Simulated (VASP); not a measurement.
# SiW3 (Fm-3m) in VASP: further runs

SiW3 is run at these levels: PBE; tasks: single point, relaxation of cell and atoms.

All numbers are computed with VASP 6.6.1; they aren't measurements. Logs are shortened: lines on timing, memory, paths and dates and some standing lists are left out, and cuts for length are marked.

## Step 1: The cell of the first run

It takes space group Fm-3m (No. 225, cubic). Conventional cell: a = 6.243 Å, b = 6.243 Å, c = 6.243 Å, α = 90.00°, β = 90.00°, γ = 90.00°. Within 3.6 Å of Si (site symmetry m-3m) lie 14 W at 2.70 to 3.12 Å. Within 3.6 Å of W (site symmetry -43m) lie 4 Si at 2.70 Å and 10 W at 2.70 to 3.12 Å. Within 3.6 Å of W (site symmetry m-3m) lie 8 W at 2.70 Å and 6 Si at 3.12 Å.

## Step 2: Single point, PBE

File INCAR:

```
SYSTEM = SiW3
PREC     = Accurate       ! precision mode
ENCUT    = 520            ! plane-wave cutoff, eV
EDIFF    = 1E-7           ! SCF threshold, eV
ISMEAR   = 0              ! smearing method
SIGMA    = 0.1            ! smearing width, eV
LREAL    = .FALSE.        ! projectors in reciprocal space
LASPH    = .TRUE.         ! aspherical terms in the spheres
NELM     = 100            ! most SCF steps
ALGO     = Normal         ! electronic algorithm
ISIF     = 2              ! what is computed and relaxed
LWAVE    = .FALSE.        ! write WAVECAR
LCHARG   = .FALSE.        ! write CHGCAR
GGA      = PE             ! functional
NBANDS   = 31             ! bands
```

File KPOINTS:

```
Automatic mesh
0
G
  14 14 14
  0 0 0
```

File POSCAR:

```
SiW3
1.0
    0.0000000000      3.1213683232      3.1213683232
    3.1213683232      0.0000000000      3.1213683232
    3.1213683232      3.1213683232      0.0000000000
Si W
1 3
Direct
    0.0000000000      0.0000000000      0.0000000000
    0.2500000000      0.2500000000      0.2500000000
    0.7500000000      0.7500000000      0.7500000000
    0.5000000000      0.5000000000      0.5000000000
```

Potentials or basis: VASP PAW PBE potentials, release 64 (Si, W_sv).

Launch:

```console
> cat potpaw_PBE.64/Si/POTCAR potpaw_PBE.64/W_sv/POTCAR > POTCAR
> mpirun -np 1 vasp_std > vasp.out
```

OUTCAR:

```text
SYSTEM = SiW3
   PREC = Accurate
   ENCUT = 520
   EDIFF = 1E-7
   ISMEAR = 0
   LREAL = .FALSE.
   LASPH = .TRUE.
   NELM = 100
   ISIF = 2
   GGA = PE

 ion  position               nearest neighbor table
   1  0.000  0.000  0.000-   3 2.70   3 2.70   3 2.70   2 2.70   2 2.70   2 2.70   3 2.70   2 2.70
                             4 3.12   4 3.12   4 3.12   4 3.12   4 3.12   4 3.12
   2  0.250  0.250  0.250-   1 2.70   1 2.70   1 2.70   4 2.70   4 2.70   4 2.70   4 2.70   1 2.70
                             3 3.12   3 3.12   3 3.12   3 3.12   3 3.12   3 3.12
   3  0.750  0.750  0.750-   4 2.70   4 2.70   4 2.70   1 2.70   1 2.70   1 2.70   4 2.70   1 2.70
                             2 3.12   2 3.12   2 3.12   2 3.12   2 3.12   2 3.12
   4  0.500  0.500  0.500-   2 2.70   2 2.70   2 2.70   3 2.70   3 2.70   3 2.70   3 2.70   2 2.70
                             1 3.12   1 3.12   1 3.12   1 3.12   1 3.12   1 3.12

  LATTYP: Found a face centered cubic cell.
 ALAT       =     6.2427366464

  Lattice vectors:

 A1 = (   0.0000000000,   3.1213683232,   3.1213683232)
 A2 = (   3.1213683232,   0.0000000000,   3.1213683232)
 A3 = (   3.1213683232,   3.1213683232,   0.0000000000)

Analysis of symmetry for initial positions (statically):
=====================================================================
 Subroutine PRICEL returns:
 Original cell was already a primitive cell.

 Routine SETGRP: Setting up the symmetry group for a
 face centered cubic supercell.

 Subroutine GETGRP returns: Found 48 space group operations
 (whereof 48 operations were pure point group operations)
 out of a pool of 48 trial point group operations.

The static configuration has the point symmetry O_h .

Analysis of symmetry for dynamics (positions and initial velocities):
=====================================================================
 Subroutine PRICEL returns:
 Original cell was already a primitive cell.

 Routine SETGRP: Setting up the symmetry group for a
 face centered cubic supercell.

 Subroutine GETGRP returns: Found 48 space group operations
 (whereof 48 operations were pure point group operations)
 out of a pool of 48 trial point group operations.

The dynamic configuration has the point symmetry O_h .

 Subroutine INISYM returns: Found 48 space group operations
 (whereof 48 operations are pure point group operations),
 and found     1 'primitive' translations

----------------------------------------------------------------------------------------

                                     Primitive cell

  volume of cell :      60.8226

  direct lattice vectors                    reciprocal lattice vectors
     0.000000000  3.121368323  3.121368323    -0.160186158  0.160186158  0.160186158
     3.121368323  0.000000000  3.121368323     0.160186158 -0.160186158  0.160186158
     3.121368323  3.121368323  0.000000000     0.160186158  0.160186158 -0.160186158

  length of vectors
     4.414281416  4.414281416  4.414281416     0.277450565  0.277450565  0.277450565

  position of ions in fractional coordinates (direct lattice)
     0.000000000  0.000000000  0.000000000
     0.250000000  0.250000000  0.250000000
     0.750000000  0.750000000  0.750000000
     0.500000000  0.500000000  0.500000000

  ion indices of the primitive-cell ions
   primitive index   ion index
                 1           1
                 2           2
                 3           3
                 4           4

----------------------------------------------------------------------------------------

 KPOINTS: Automatic mesh

Automatic generation of k-mesh.
 Grid dimensions read from file:
 generate k-points for:   14   14   14

 Generating k-lattice:

  Cartesian coordinates                     Fractional coordinates (reciprocal lattice)
    -0.011441868  0.011441868  0.011441868     0.071428571  0.000000000  0.000000000
     0.011441868 -0.011441868  0.011441868     0.000000000  0.071428571  0.000000000
     0.011441868  0.011441868 -0.011441868     0.000000000  0.000000000  0.071428571

  Length of vectors
     0.019817897  0.019817897  0.019817897

  Shift w.r.t. Gamma in fractional coordinates (k-lattice)
     0.000000000  0.000000000  0.000000000

 Subroutine IBZKPT returns following result:
 ===========================================

 Found    104 irreducible k-points:

 Following reciprocal coordinates:
            Coordinates               Weight
  0.000000  0.000000  0.000000      1.000000
  0.071429  0.000000  0.000000      8.000000
  0.142857  0.000000  0.000000      8.000000
  0.214286  0.000000  0.000000      8.000000
  0.285714  0.000000  0.000000      8.000000
  0.357143  0.000000  0.000000      8.000000
[... 16 lines left out ...]
  0.214286  0.142857  0.000000     24.000000
  0.285714  0.142857  0.000000     24.000000
 [... further k-points ...]
   k-points           NKPTS =    104   k-points in BZ     NKDIM =    104   number of bands    NBANDS=     31
   number of dos      NEDOS =    301   number of ions     NIONS =      4
   total plane-waves  NPLWV =  46656
   dimension x,y,z NGX =    36 NGY =   36 NGZ =   36
   dimension x,y,z NGXF=    72 NGYF=   72 NGZF=   72
   ions per type =               1   3
   NGX,Y,Z   is equivalent  to a cutoff of  13.56, 13.56, 13.56 a.u.
   NGXF,Y,Z  is equivalent  to a cutoff of  27.12, 27.12, 27.12 a.u.
 SYSTEM =  SiW3
   PREC   = accura    normal or accurate (medium, high low for compatibility)
   ISTART =      0    job   : 0-new  1-cont  2-samecut
   ICHARG =      2    charge: 1-file 2-atom 10-const
   ISPIN  =      1    spin polarized calculation?
   LNONCOLLINEAR =      F non collinear calculations
   LSORBIT =      F    spin-orbit coupling
   LASPH  =      T    aspherical Exc in radial PAW
   ENCUT  =  520.0 eV  38.22 Ry    6.18 a.u.   8.21  8.21  8.21*2*pi/ulx,y,z
   NELM   =    100;   NELMIN=  2; NELMDL= -5     # of ELM steps
   EDIFF  = 0.1E-06   stopping-criterion for ELM
   LREAL  =      F    real-space projection
   EDIFFG = 0.1E-05   stopping-criterion for IOM
   NSW    =      0    number of steps for IOM
   IBRION =     -1    ionic relax: 0-MD 1-quasi-New 2-CG
   NFREE  =      0    steps in history (QN), initial steepest desc. (CG)
   ISIF   =      2    stress and relaxation
   ISYM   =      2    0-nonsym 1-usesym 2-fastsym
   POTIM  = 0.5000    time-step for ionic-motion
   TEBEG  =    0.0;   TEEND  =   0.0 temperature during run
   PSTRESS=    0.0 pullay stress
   NELECT =      46.0000    total number of electrons
   NUPDOWN=      -1.0000    fix difference up-down
   EMIN   =  10.00;   EMAX   =-10.00  energy-range for DOS
   EFERMI =   0.00;   METHOD = LEGACY
   ISMEAR =     0;   SIGMA  =   0.10  broadening in eV -4-tet -1-fermi 0-gaus
   EFERMI_NEDOS =   21; number of points for ismear=-14 and -15
   IALGO  =     38    algorithm
   IMIX   =      4    mixing-type and parameters
     AMIX     =   0.40;   BMIX     =  1.00
     AMIX_MAG =   1.60;   BMIX_MAG =  1.00
  volume/ion in A,a.u.               =      15.21       102.61
  Fermi-wavevector in a.u.,A,eV,Ry     =   1.491554  2.818629 30.269350  2.224734
  Thomas-Fermi vector in A             =   2.604195
   LORBIT       =      0    0 simple, 1 ext, 2 COOP (PROOUT), +10 PAW based schemes
   GGA     = PE    functional components
   LHFCALC =     F    Hartree Fock is set to
   AEXX    =    0.0000 exact exchange contribution
   IVDW    =     0    specifies the selected vdW correction
   LEPSILON=     F    determine dielectric tensor
   LRPA    =     F    only Hartree local field effects (RPA)
 non-spin polarized calculation
 Gauss-broadening in eV      SIGMA  =   0.10
  energy-cutoff  :      520.00
  volume of cell :       60.82
 maximum number of plane-waves:      1660
 NGX is ok and might be reduce to    36
   NGX = 17   NGY = 17   NGZ = 17

 number of electron      45.9999999 magnetization

 Free energy of the ion-electron system (eV)
  ---------------------------------------------------
  ext. energy  EPLUGINS =         0.00000000
  ---------------------------------------------------
  free energy    TOTEN  =       -43.54174871 eV

  energy without entropy =      -43.52658702  energy(sigma->0) =      -43.53416786

 E-fermi :  11.3171     XC(G=0): -13.1661

 val. band max:       11.3159068929   @ k =  -0.1429   0.1429   0.0000
 cond. band min:      11.3237987938   @ k =  -0.2857   0.2143   0.0714
 fundamental gap:      0.0078919009
 Fermi energy:        11.3171471466

 k-point     1 :       0.0000    0.0000    0.0000
  band No.  band energies     occupation
      1     -62.8062      2.00000
      2     -62.3616      2.00000
      3     -62.3523      2.00000
      4     -27.2305      2.00000
      5     -27.2305      2.00000
      6     -27.2305      2.00000
[... 23 lines left out ...]
     30      15.8865      0.00000
     31      15.8865      0.00000

 k-point     2 :       0.0714    0.0000    0.0000
  band No.  band energies     occupation
      1     -62.8054      2.00000
      2     -62.3621      2.00000
      3     -62.3527      2.00000
      4     -27.2365      2.00000
      5     -27.2361      2.00000
      6     -27.2361      2.00000
[... 23 lines left out ...]
     30      15.9789      0.00000
     31      15.9793      0.00000

 k-point     3 :       0.1429    0.0000    0.0000
  band No.  band energies     occupation
      1     -62.8031      2.00000
      2     -62.3633      2.00000
      3     -62.3539      2.00000
      4     -27.2511      2.00000
      5     -27.2511      2.00000
      6     -27.2494      2.00000
[... 23 lines left out ...]
     30      16.1068      0.00000
     31      16.2964      0.00000

 k-point     4 :       0.2143    0.0000    0.0000
  band No.  band energies     occupation
      1     -62.7997      2.00000
      2     -62.3649      2.00000
      3     -62.3558      2.00000
      4     -27.2712      2.00000
      5     -27.2712      2.00000
      6     -27.2601      2.00000
[... 23 lines left out ...]
     30      15.9862      0.00000
     31      16.7777      0.00000

 k-point     5 :       0.2857    0.0000    0.0000
  band No.  band energies     occupation
      1     -62.7960      2.00000
      2     -62.3666      2.00000
      3     -62.3581      2.00000
      4     -27.2917      2.00000
      5     -27.2917      2.00000
      6     -27.2628      2.00000
[... 23 lines left out ...]
     30      16.0869      0.00000
     31      17.3139      0.00000
[... 542 lines left out ...]
     30      15.8444      0.00000
     31      16.1011      0.00000

 k-point    22 :       0.1429    0.1429    0.0000
  band No.  band energies     occupation
      1     -62.8021      2.00000
      2     -62.3640      2.00000
      3     -62.3544      2.00000
      4     -27.2794      2.00000
      5     -27.2794      2.00000
      6     -27.2129      2.00000
[... 23 lines left out ...]
     30      15.0849      0.00000
     31      16.9009      0.00000

 k-point    23 :       0.2143    0.1429    0.0000
  band No.  band energies     occupation
      1     -62.7995      2.00000
      2     -62.3653      2.00000
      3     -62.3557      2.00000
      4     -27.3016      2.00000
      5     -27.2997      2.00000
      6     -27.2100      2.00000
[... 23 lines left out ...]
     30      15.0769      0.00000
     31      16.8286      0.00000

 k-point    24 :       0.2857    0.1429    0.0000
  band No.  band energies     occupation
      1     -62.7963      2.00000
      2     -62.3668      2.00000
      3     -62.3576      2.00000
      4     -27.3226      2.00000
      5     -27.3145      2.00000
      6     -27.2169      2.00000
[... 23 lines left out ...]
     30      15.3247      0.00000
     31      16.2397      0.00000

 [... further k-points ...]
[... 5 lines left out ...]
  --------------------------------------------------------------------------------------
  -------------------------------------------------------------------------------------
  Total        0.1526331      0.1526331      0.1526331      0.0000000     -0.0000000     -0.0000000
  in kB        4.0206309      4.0206309      4.0206309      0.0000000     -0.0000000     -0.0000000
  external PRESSURE =       4.0206309 kB  Pullay stress =       0.0000000 kB

 VOLUME and BASIS-vectors are now :
 -----------------------------------------------------------------------------
  energy-cutoff  :      520.00
  volume of cell :       60.82
      direct lattice vectors                 reciprocal lattice vectors
     0.000000000  3.121368323  3.121368323    -0.160186158  0.160186158  0.160186158
     3.121368323  0.000000000  3.121368323     0.160186158 -0.160186158  0.160186158
     3.121368323  3.121368323  0.000000000     0.160186158  0.160186158 -0.160186158

 POSITION                                       TOTAL-FORCE (eV/Angst)
 -----------------------------------------------------------------------------------
      0.00000      0.00000      0.00000         0.000000      0.000000      0.000000
      1.56068      1.56068      1.56068         0.000000     -0.000000      0.000000
      4.68205      4.68205      4.68205        -0.000000      0.000000     -0.000000
      3.12137      3.12137      3.12137         0.000000      0.000000      0.000000
 -----------------------------------------------------------------------------------
    total drift:                                0.000000      0.000000      0.000000

  FREE ENERGIE OF THE ION-ELECTRON SYSTEM (eV)
  ---------------------------------------------------
  free  energy   TOTEN  =       -43.5417487058 eV

  energy  without entropy=      -43.5265870184  energy(sigma->0) =      -43.53416786
```

Wall time 2.6 min (1 thread of Intel Xeon Platinum 8259CL at 2.50GHz (Skylake/Cascade Lake), shared host); peak memory 0.3 GiB.

What came out:

| Property | Result |
| --- | --- |
| Free energy | -43.5417 eV |
| Pressure | 0.4 GPa |
| Band gap on the k mesh | zero (band 23 reaches 13.04 eV, above the bottom of band 24 at 10.49 eV) |

Levels at points of the mesh, in eV from the Fermi level:
```csv
k point,band 20,band 21,band 22,band 23,band 24,band 25,band 26,band 27
"(0.00, 0.00, 0.00)",-2.14,-2.14,-0.07,1.73,1.73,1.73,2.82,2.82
"(0.50, 0.00, 0.00)",-1.83,-1.83,-1.38,-0.66,-0.66,1.98,1.98,2.47
"(0.50, 0.50, 0.00)",-2.82,-2.58,-1.07,0.19,0.19,1.13,1.87,2.27
```

Caveat: spin-orbit coupling is left out, which moves the levels of the heavy elements.

## Step 3: Single point, PBE

File INCAR:

```
SYSTEM = SiW3
  ALGO = Normal
  EDIFF = 1E-6
  ENCUT = 520
  GGA = PE
  ISIF = 2
  ISMEAR = 0
  LASPH = .True.
  LCHARG = .False.
  LREAL = .False.
  LWAVE = .False.
  NBANDS = 31
  NELM = 100
  PREC = Accurate
  SIGMA = 0.1
```

File KPOINTS:

```
k-points
0
Gamma
  14 14 14
  0 0 0
```

POSCAR is that of step 2.

Potentials or basis: VASP PAW PBE potentials, release 64 (Si, W_sv).

Launch:

```console
> cat potpaw_PBE.64/Si/POTCAR potpaw_PBE.64/W_sv/POTCAR > POTCAR
> mpirun -np 1 vasp_std > vasp.out
```

It took 2.3 min on 1 thread of Intel Xeon Platinum 8259CL at 2.50GHz (Skylake/Cascade Lake), shared host; peak memory 0.3 GiB.

It converged, with:

| Item | Value |
| --- | --- |
| Free energy | -43.5417 eV |
| Pressure | 0.4 GPa |
| Band gap on the k mesh | zero (band 23 reaches 13.04 eV, above the bottom of band 24 at 10.49 eV) |

Levels at points of the mesh, in eV from the Fermi level:
```csv
k point,band 21,band 22,band 23,band 24,band 25,band 26
"(0.00, 0.00, 0.00)",-2.14,-0.07,1.73,1.73,1.73,2.82
"(0.50, 0.00, 0.00)",-1.83,-1.38,-0.66,-0.66,1.98,1.98
"(0.50, 0.50, 0.00)",-2.58,-1.07,0.19,0.19,1.13,1.87
```

Caveat: spin-orbit coupling is left out, which moves the levels of the heavy elements.

## Step 4: Relaxation of cell and atoms, PBE

File INCAR:

```
SYSTEM = SiW3
ALGO = Normal ; EDIFF = 1E-6
EDIFFG = -0.01 ; ENCUT = 600
GGA = PE ; IBRION = 2
ISIF = 3 ; ISMEAR = 0
LASPH = .TRUE. ; LCHARG = .FALSE.
LREAL = .FALSE. ; LWAVE = .FALSE.
NELM = 100 ; NSW = 100
PREC = Accurate ; SIGMA = 0.1
```

File KPOINTS:

```
k-points
0
G
  14 14 14
  0 0 0
```

File POSCAR:

```
SiW3
1.0
    0.0000000000      3.1224753673      3.1224753673
    3.1224753673      0.0000000000      3.1224753673
    3.1224753673      3.1224753673      0.0000000000
Si W
1 3
Direct
    0.0000000000      0.0000000000      0.0000000000
    0.2500000000      0.2500000000      0.2500000000
    0.7500000000      0.7500000000      0.7500000000
    0.5000000000      0.5000000000      0.5000000000
```

Launch:

```console
> cat potpaw_PBE.64/Si/POTCAR potpaw_PBE.64/W_sv/POTCAR > POTCAR
> mpirun -np 1 vasp_std > vasp.out
```

It took 4.8 min on 1 thread of Intel Xeon Platinum 8259CL at 2.50GHz (Skylake/Cascade Lake), shared host; peak memory 0.33 GiB.

It converged, with:

| Quantity | Value |
| --- | --- |
| Free energy | -43.5427 eV |
| Relaxed volume | 15.23 Å³/atom |
| Relaxed cell | a = 4.417 Å, b = 4.417 Å, c = 4.417 Å, α = 60.00°, β = 60.00°, γ = 60.00° |
| Space group after relaxing (to 0.05 Å) | Fm-3m (No. 225) |
| Energy gained by relaxing | 0.0 meV/atom |
| Ionic steps | 3 |
| Pressure after relaxing | 0.0 GPa |
| Band gap on the k mesh | zero (band 23 reaches 13.02 eV, above the bottom of band 24 at 10.47 eV) |

Final structure:
```
Si W
1.0
     0.00000    3.12310    3.12310
     3.12310    0.00000    3.12310
     3.12310    3.12310    0.00000
Si W
1 3
Direct
  0.00000 0.00000 0.00000
  0.25000 0.25000 0.25000
  0.75000 0.75000 0.75000
  0.50000 0.50000 0.50000
```

Levels at points of the mesh, in eV from the Fermi level:
| k point | band 21 | band 22 | band 23 | band 24 | band 25 | band 26 |
| --- | --- | --- | --- | --- | --- | --- |
| (0.00, 0.00, 0.00) | -2.13 | -0.08 | 1.72 | 1.72 | 1.72 | 2.82 |
| (0.50, 0.00, 0.00) | -1.82 | -1.38 | -0.66 | -0.66 | 1.98 | 1.98 |
| (0.50, 0.50, 0.00) | -2.58 | -1.07 | 0.18 | 0.18 | 1.13 | 1.87 |

Caveat: spin-orbit coupling is left out, which moves the levels of the heavy elements.
